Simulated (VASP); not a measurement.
Write the native input for VASP 6.6.1 that does the following.

```
Task                   : electric field gradients
Functional             : PBEsol
Potentials or basis    : VASP PAW PBE potentials, release 64 (Ti_sv, Re)
Cutoff                 : 520 eV
k mesh                 : 13 × 13 × 13
Occupations            : fermi-dirac, width 0.05 eV
Spin                   : no spin polarisation
Dipole correction      : no
Further INCAR settings : ALGO = Normal; EDIFF = 1e-08; NBANDS = 16
```

The structure of TiRe lies in POSCAR:

```
TiRe
1.0
    3.0543494870      0.0000000000      0.0000000000
    0.0000000000      3.0543494870      0.0000000000
    0.0000000000      0.0000000000      3.0543494870
Ti Re
1 1
Direct
    0.5000000000      0.5000000000      0.5000000000
    0.0000000000      0.0000000000      0.0000000000
```

This cell differs from its parent crystal: volume scaled by 0.94.

These files were run (other wordings do the same):

INCAR

```
SYSTEM = TiRe
ALGO = Normal ; EDIFF = 1E-8
ENCUT = 520 ; GGA = PS
ISIF = 2 ; ISMEAR = -1
LASPH = .TRUE. ; LCHARG = .FALSE.
LEFG = .TRUE. ; LREAL = .FALSE.
LWAVE = .FALSE. ; NBANDS = 16
NELM = 100 ; PREC = Accurate
SIGMA = 0.05
```

KPOINTS

```
k-points
0
G
  13 13 13
  0 0 0
```

Potentials or basis: VASP PAW PBE potentials, release 64 (Ti_sv, Re).

Command:

```sh
$ cat potpaw_PBE.64/Ti_sv/POTCAR potpaw_PBE.64/Re/POTCAR > POTCAR
$ mpirun -np 1 vasp_std > vasp.out
```

It gave:

```
Pressure : 7.2 GPa
```

Caveat: without QUAD_EFG the Cq values of the log hold for a quadrupole moment of 1 mb, not for the nuclei; the PAW data sets were made with another functional, which shifts forces and pressure a little.

Wall time 33 s on 1 thread of Intel(R) Xeon(R) Platinum 8259CL CPU @ 2.50GHz (Skylake/Cascade Lake), with other jobs on the host, peak memory 0.16 GiB.
